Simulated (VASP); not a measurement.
# BN (P6_3mc) in VASP: further runs

Runs on BN. Level: PBE. Tasks: electric field gradients, elastic constants.

Program: VASP 6.6.1. These are calculated values, not measurements. Logs are shortened: lines on timing, memory, paths and dates and some standing lists are left out, and cuts for length are marked.

**1. The cell of the first run**

It takes space group P6_3mc (No. 186, hexagonal). The conventional cell has a = 2.555 Å, b = 2.555 Å, c = 4.225 Å, α = 90.00°, β = 90.00°, γ = 120.00°. B (site symmetry 3m) has 4 N at 1.57 to 1.58 Å within 2.1 Å. N (site symmetry 3m) has 4 B at 1.57 to 1.58 Å within 2.1 Å.

**2. Electric field gradients, PBE**

File INCAR:

```
SYSTEM = BN
PREC = Accurate
ENCUT = 520
EDIFF = 1E-8
ISMEAR = 0
SIGMA = 0.01
LREAL = .FALSE.
LASPH = .TRUE.
NELM = 120
ALGO = Normal
ISIF = 2
LWAVE = .FALSE.
LCHARG = .FALSE.
GGA = PE
LEFG = .TRUE.
NBANDS = 16
GGA_COMPAT = .FALSE.
```

File KPOINTS:

```
Automatic mesh
0
G
  12 12 6
  0 0 0
```

File POSCAR:

```
BN
1.0
    2.5545414021      0.0000000000      0.0000000000
   -1.2772707011      2.2122977492      0.0000000000
    0.0000000000      0.0000000000      4.2245536550
B N
2 2
Direct
    0.6666666667      0.3333333333      0.9998056378
    0.3333333333      0.6666666667      0.4998056378
    0.6666666667      0.3333333333      0.6251943622
    0.3333333333      0.6666666667      0.1251943622
```

Potentials or basis: VASP PAW PBE potentials, release 64 (B, N).

The run is started by

```console
> cat potpaw_PBE.64/B/POTCAR potpaw_PBE.64/N/POTCAR > POTCAR
> mpirun -np 1 vasp_std > vasp.out
```

OUTCAR:

```text
SYSTEM = BN
   PREC = Accurate
   ENCUT = 520
   EDIFF = 1E-8
   ISMEAR = 0
   LREAL = .FALSE.
   LASPH = .TRUE.
   NELM = 120
   ISIF = 2
   GGA = PE

 ion  position               nearest neighbor table
   1  0.667  0.333  1.000-   4 1.57   4 1.57   4 1.57   3 1.58
   2  0.333  0.667  0.500-   3 1.57   3 1.57   3 1.57   4 1.58
   3  0.667  0.333  0.625-   2 1.57   2 1.57   2 1.57   1 1.58
   4  0.333  0.667  0.125-   1 1.57   1 1.57   1 1.57   2 1.58

  LATTYP: Found a hexagonal cell.
 ALAT       =     2.5545414021
 C/A-ratio  =     1.6537424884

  Lattice vectors:

 A1 = (   2.5545414021,   0.0000000000,   0.0000000000)
 A2 = (  -1.2772707011,   2.2122977492,   0.0000000000)
 A3 = (   0.0000000000,   0.0000000000,   4.2245536550)

Analysis of symmetry for initial positions (statically):
=====================================================================
 Subroutine PRICEL returns:
 Original cell was already a primitive cell.

 Routine SETGRP: Setting up the symmetry group for a
 hexagonal supercell.

 Subroutine GETGRP returns: Found 12 space group operations
 (whereof  6 operations were pure point group operations)
 out of a pool of 24 trial point group operations.

The static configuration has the point symmetry C_3v.
 The point group associated with its full space group is C_6v.

Analysis of symmetry for dynamics (positions and initial velocities):
=====================================================================
 Subroutine PRICEL returns:
 Original cell was already a primitive cell.

 Routine SETGRP: Setting up the symmetry group for a
 hexagonal supercell.

 Subroutine GETGRP returns: Found 12 space group operations
 (whereof  6 operations were pure point group operations)
 out of a pool of 24 trial point group operations.

The dynamic configuration has the point symmetry C_3v.
 The point group associated with its full space group is C_6v.

 Subroutine INISYM returns: Found 12 space group operations
 (whereof  6 operations are pure point group operations),
 and found     1 'primitive' translations

----------------------------------------------------------------------------------------

                                     Primitive cell

  volume of cell :      23.8747

  direct lattice vectors                    reciprocal lattice vectors
     2.554541402  0.000000000  0.000000000     0.391459696  0.226009361  0.000000000
    -1.277270701  2.212297749  0.000000000     0.000000000  0.452018721  0.000000000
     0.000000000  0.000000000  4.224553655     0.000000000  0.000000000  0.236711398

  length of vectors
     2.554541402  2.554541402  4.224553655     0.452018721  0.452018721  0.236711398

  position of ions in fractional coordinates (direct lattice)
     0.666666667  0.333333333  0.999805638
     0.333333333  0.666666667  0.499805638
     0.666666667  0.333333333  0.625194362
     0.333333333  0.666666667  0.125194362

  ion indices of the primitive-cell ions
   primitive index   ion index
                 1           1
                 2           2
                 3           3
                 4           4

----------------------------------------------------------------------------------------

 KPOINTS: Automatic mesh

Automatic generation of k-mesh.
 Grid dimensions read from file:
 generate k-points for:   12   12    6

 Generating k-lattice:

  Cartesian coordinates                     Fractional coordinates (reciprocal lattice)
     0.032621641  0.018834113  0.000000000     0.083333333  0.000000000  0.000000000
     0.000000000  0.037668227  0.000000000     0.000000000  0.083333333  0.000000000
     0.000000000  0.000000000  0.039451900     0.000000000  0.000000000  0.166666667

  Length of vectors
     0.037668227  0.037668227  0.039451900

  Shift w.r.t. Gamma in fractional coordinates (k-lattice)
     0.000000000  0.000000000  0.000000000

 Subroutine IBZKPT returns following result:
 ===========================================

 Found     76 irreducible k-points:

 Following reciprocal coordinates:
            Coordinates               Weight
  0.000000  0.000000  0.000000      1.000000
  0.083333  0.000000  0.000000      6.000000
  0.166667 -0.000000  0.000000      6.000000
  0.250000  0.000000  0.000000      6.000000
  0.333333  0.000000  0.000000      6.000000
  0.416667  0.000000  0.000000      6.000000
[... 16 lines left out ...]
  0.250000  0.000000  0.166667     12.000000
  0.333333  0.000000  0.166667     12.000000
 [... further k-points ...]
   k-points           NKPTS =     76   k-points in BZ     NKDIM =     76   number of bands    NBANDS=     16
   number of dos      NEDOS =    301   number of ions     NIONS =      4
   total plane-waves  NPLWV =  12800
   dimension x,y,z NGX =    20 NGY =   20 NGZ =   32
   dimension x,y,z NGXF=    40 NGYF=   40 NGZF=   64
   ions per type =               2   2
   NGX,Y,Z   is equivalent  to a cutoff of  13.02, 13.02, 12.59 a.u.
   NGXF,Y,Z  is equivalent  to a cutoff of  26.03, 26.03, 25.19 a.u.
 SYSTEM =  BN
   PREC   = accura    normal or accurate (medium, high low for compatibility)
   ISTART =      0    job   : 0-new  1-cont  2-samecut
   ICHARG =      2    charge: 1-file 2-atom 10-const
   ISPIN  =      1    spin polarized calculation?
   LNONCOLLINEAR =      F non collinear calculations
   LSORBIT =      F    spin-orbit coupling
   LASPH  =      T    aspherical Exc in radial PAW
   ENCUT  =  520.0 eV  38.22 Ry    6.18 a.u.   4.75  4.75  7.85*2*pi/ulx,y,z
   NELM   =    120;   NELMIN=  2; NELMDL= -5     # of ELM steps
   EDIFF  = 0.1E-07   stopping-criterion for ELM
   LREAL  =      F    real-space projection
   EDIFFG = 0.1E-06   stopping-criterion for IOM
   NSW    =      0    number of steps for IOM
   IBRION =     -1    ionic relax: 0-MD 1-quasi-New 2-CG
   NFREE  =      0    steps in history (QN), initial steepest desc. (CG)
   ISIF   =      2    stress and relaxation
   ISYM   =      2    0-nonsym 1-usesym 2-fastsym
   POTIM  = 0.5000    time-step for ionic-motion
   TEBEG  =    0.0;   TEEND  =   0.0 temperature during run
   PSTRESS=    0.0 pullay stress
   NELECT =      16.0000    total number of electrons
   NUPDOWN=      -1.0000    fix difference up-down
   EMIN   =  10.00;   EMAX   =-10.00  energy-range for DOS
   EFERMI =   0.00;   METHOD = LEGACY
   ISMEAR =     0;   SIGMA  =   0.01  broadening in eV -4-tet -1-fermi 0-gaus
   EFERMI_NEDOS =   21; number of points for ismear=-14 and -15
   IALGO  =     38    algorithm
   IMIX   =      4    mixing-type and parameters
     AMIX     =   0.40;   BMIX     =  1.00
     AMIX_MAG =   1.60;   BMIX_MAG =  1.00
  volume/ion in A,a.u.               =       5.97        40.28
  Fermi-wavevector in a.u.,A,eV,Ry     =   1.432635  2.707289 27.925202  2.052444
  Thomas-Fermi vector in A             =   2.552241
   LORBIT       =      0    0 simple, 1 ext, 2 COOP (PROOUT), +10 PAW based schemes
   GGA     = PE    functional components
   LHFCALC =     F    Hartree Fock is set to
   AEXX    =    0.0000 exact exchange contribution
   IVDW    =     0    specifies the selected vdW correction
   LEPSILON=     F    determine dielectric tensor
   LRPA    =     F    only Hartree local field effects (RPA)
 non-spin polarized calculation
 Gauss-broadening in eV      SIGMA  =   0.01
  energy-cutoff  :      520.00
  volume of cell :       23.87
 maximum number of plane-waves:       660
 NGX is ok and might be reduce to    20
   NGX =  9   NGY =  9   NGZ = 15

 number of electron      16.0000000 magnetization

 Free energy of the ion-electron system (eV)
  ---------------------------------------------------
  ext. energy  EPLUGINS =         0.00000000
  ---------------------------------------------------
  free energy    TOTEN  =       -34.83273229 eV

  energy without entropy =      -34.83273229  energy(sigma->0) =      -34.83273229

 E-fermi :   7.5252     XC(G=0): -12.7613

 val. band max:        7.4289177497   @ k =   0.0000   0.0000   0.0000
 cond. band min:      12.6391866728   @ k =   0.3333   0.3333   0.0000
 fundamental gap:      5.2102689231
 Fermi energy:         7.5252444243

 k-point     1 :       0.0000    0.0000    0.0000
  band No.  band energies     occupation
      1     -12.8569      2.00000
      2      -8.7495      2.00000
      3      -3.3903      2.00000
      4       5.3260      2.00000
      5       5.3260      2.00000
      6       7.1665      2.00000
[... 8 lines left out ...]
     15      19.2532      0.00000
     16      23.5178      0.00000

 k-point     2 :       0.0833    0.0000    0.0000
  band No.  band energies     occupation
      1     -12.7070      2.00000
      2      -8.6349      2.00000
      3      -3.2415      2.00000
      4       4.6380      2.00000
      5       5.0466      2.00000
      6       6.8559      2.00000
[... 8 lines left out ...]
     15      19.6885      0.00000
     16      23.2950      0.00000

 k-point     3 :       0.1667   -0.0000    0.0000
  band No.  band energies     occupation
      1     -12.2620      2.00000
      2      -8.3068      2.00000
      3      -2.8011      2.00000
      4       2.9855      2.00000
      5       4.3903      2.00000
      6       5.4492      2.00000
[... 8 lines left out ...]
     15      20.8215      0.00000
     16      22.6545      0.00000

 k-point     4 :       0.2500    0.0000    0.0000
  band No.  band energies     occupation
      1     -11.5396      2.00000
      2      -7.8277      2.00000
      3      -2.0900      2.00000
      4       1.0304      2.00000
      5       3.6551      2.00000
      6       3.6929      2.00000
[... 8 lines left out ...]
     15      22.2867      0.00000
     16      22.7224      0.00000
[... 324 lines left out ...]
 k-point    22 :       0.1667   -0.0000    0.1667
  band No.  band energies     occupation
      1     -12.1003      2.00000
      2      -8.8261      2.00000
      3      -2.0198      2.00000
      4       3.1294      2.00000
      5       4.5205      2.00000
      6       5.0114      2.00000
[... 8 lines left out ...]
     15      20.5104      0.00000
     16      22.6196      0.00000

 k-point    23 :       0.2500    0.0000    0.1667
  band No.  band energies     occupation
      1     -11.3829      2.00000
      2      -8.2887      2.00000
      3      -1.4548      2.00000
      4       1.2486      2.00000
      5       3.2622      2.00000
      6       3.7926      2.00000
[... 8 lines left out ...]
     15      21.9554      0.00000
     16      22.7922      0.00000

 k-point    24 :       0.3333    0.0000    0.1667
  band No.  band energies     occupation
      1     -10.4350      2.00000
      2      -7.7133      2.00000
      3      -1.3126      2.00000
      4       0.1264      2.00000
      5       1.4974      2.00000
      6       3.1782      2.00000
[... 8 lines left out ...]
     15      23.3247      0.00000
     16      23.5750      0.00000

 [... further k-points ...]
[... 5 lines left out ...]
  --------------------------------------------------------------------------------------
  -------------------------------------------------------------------------------------
  Total        0.0353363      0.0353363      0.0292273     -0.0000000      0.0000000      0.0000000
  in kB        2.3713452      2.3713452      1.9613778     -0.0000000      0.0000000      0.0000000
  external PRESSURE =       2.2346894 kB  Pullay stress =       0.0000000 kB

 VOLUME and BASIS-vectors are now :
 -----------------------------------------------------------------------------
  energy-cutoff  :      520.00
  volume of cell :       23.87
      direct lattice vectors                 reciprocal lattice vectors
     2.554541402  0.000000000  0.000000000     0.391459696  0.226009361  0.000000000
    -1.277270701  2.212297749  0.000000000     0.000000000  0.452018721  0.000000000
     0.000000000  0.000000000  4.224553655     0.000000000  0.000000000  0.236711398

 POSITION                                       TOTAL-FORCE (eV/Angst)
 -----------------------------------------------------------------------------------
      1.27727      0.73743      4.22373        -0.000000     -0.000000     -0.000971
     -0.00000      1.47487      2.11146         0.000000      0.000000     -0.000971
      1.27727      0.73743      2.64117         0.000000     -0.000000      0.000971
     -0.00000      1.47487      0.52889        -0.000000      0.000000      0.000971
 -----------------------------------------------------------------------------------
    total drift:                                0.000000      0.000000     -0.000000

  FREE ENERGIE OF THE ION-ELECTRON SYSTEM (eV)
  ---------------------------------------------------
  free  energy   TOTEN  =       -34.8327322865 eV

  energy  without entropy=      -34.8327322865  energy(sigma->0) =      -34.83273229

 Electric field gradients (V/A^2)
---------------------------------------------------------------------
 ion       V_xx      V_yy      V_zz      V_xy      V_xz      V_yz
---------------------------------------------------------------------
   1      -0.457    -0.457     0.914    -0.000    -0.000     0.000
   2      -0.457    -0.457     0.914    -0.000     0.000    -0.000
   3      -2.269    -2.270     4.539    -0.001    -0.000     0.000
   4      -2.269    -2.270     4.539    -0.001     0.000    -0.000
---------------------------------------------------------------------

 Electric field gradients after diagonalization (V/A^2)
 (convention: |V_zz| > |V_xx| > |V_yy|)
----------------------------------------------------------------------
 ion       V_xx      V_yy      V_zz     asymmetry (V_yy - V_xx)/ V_zz
----------------------------------------------------------------------
   1      -0.457    -0.457     0.914       0.000
   2      -0.457    -0.457     0.914       0.000
   3      -2.271    -2.268     4.539       0.001
   4      -2.271    -2.268     4.539       0.001
----------------------------------------------------------------------

           NMR quadrupolar parameters

 Cq : quadrupolar parameter    Cq=e*Q*V_zz/h
 eta: asymmetry parameters     (V_yy - V_xx)/ V_zz
 Q  : nuclear electric quadrupole moment in mb (millibarn)
----------------------------------------------------------------------
 ion       Cq(MHz)       eta       Q (mb)
----------------------------------------------------------------------
   1       0.002       0.000       1.000
   2       0.002       0.000       1.000
   3       0.011       0.001       1.000
   4       0.011       0.001       1.000
----------------------------------------------------------------------
```

Wall time 40 s (1 thread of Intel Xeon 8259CL, shared host); peak memory 0.14 GiB.

Results:

| Property | Result |
| --- | --- |
| Free energy | -34.8327 eV |
| Pressure | 0.2 GPa |
| Band gap on the k mesh | 5.21 eV, indirect (least direct gap 8.24 eV) |

Electric field gradients, principal values (V/Å²):
```
atom   least  middle  greatest (by size)
 1 B  -0.457  -0.457               0.914
 2 B  -0.457  -0.457               0.914
 3 N  -2.268  -2.271               4.539
 4 N  -2.268  -2.271               4.539
```

Caveat: without QUAD_EFG the Cq values of the log hold for a quadrupole moment of 1 mb, not for the nuclei. A k mesh can miss the band edges.

**3. Elastic constants, PBE**

This run uses another cell than the first one, of 5.89 Å³/atom, 0.987 times its volume.

File INCAR:

```
PREC = Accurate ; ENCUT = 600
EDIFF = 1E-8 ; ISMEAR = 0
SIGMA = 0.01 ; LREAL = F
LASPH = T ; NELM = 100
ALGO = Normal ; ISIF = 3
LWAVE = F ; LCHARG = F
GGA = PE ; NBANDS = 16
IBRION = 6 ; NFREE = 2
POTIM = 0.015 ; NSW = 1
```

File KPOINTS:

```
regular mesh
0
Gamma
  12 12 6
```

File POSCAR:

```
BN
1.0
    2.5433023928      0.0000000000      0.0000000000
   -1.2716511964      2.2025644816      0.0000000000
    0.0000000000      0.0000000000      4.2063340361
B N
2 2
Direct
    0.6666666667      0.3333333333      0.9997602446
    0.3333333333      0.6666666667      0.4997602446
    0.6666666667      0.3333333333      0.6252397554
    0.3333333333      0.6666666667      0.1252397554
```

Potentials or basis: VASP PAW PBE potentials, release 64 (B, N).

The run is started by

```console
> cat potpaw_PBE.64/B/POTCAR potpaw_PBE.64/N/POTCAR > POTCAR
> mpirun -np 1 vasp_std > vasp.out
```

Run time: 9.4 min. Hardware: 1 thread of Intel Xeon 6975P-C (Granite Rapids), shared host; peak memory 0.4 GiB.

Results (log left out):

| Quantity | Value |
| --- | --- |
| Voigt bulk modulus | 387 GPa |
| Highest phonon frequency at Γ, LO-TO splitting left out | 1121 cm⁻¹ |

Phonon frequencies in cm⁻¹ (negative: imaginary):
```csv
q point,frequencies
"(0.000, 0.000, 0.000)",0 0 0 473 473 962 962 972 1027 1059 1059 1121
```

Elastic tensor in Voigt notation (GPa, in the Cartesian axes of the cell as first typed):
```
 954  139   61    0    0    0
 139  954   61    0    0    0
  61   61 1051    0    0    0
   0    0    0  336    0    0
   0    0    0    0  336    0
   0    0    0    0    0  407
```

Clamped-ion elastic tensor (GPa):
```
 968  127   61    0    0    0
 127  968   61    0    0    0
  61   61 1051    0    0    0
   0    0    0  340    0    0
   0    0    0    0  340    0
   0    0    0    0    0  420
```

Caveat: the cell is under stress, which shifts elastic constants.
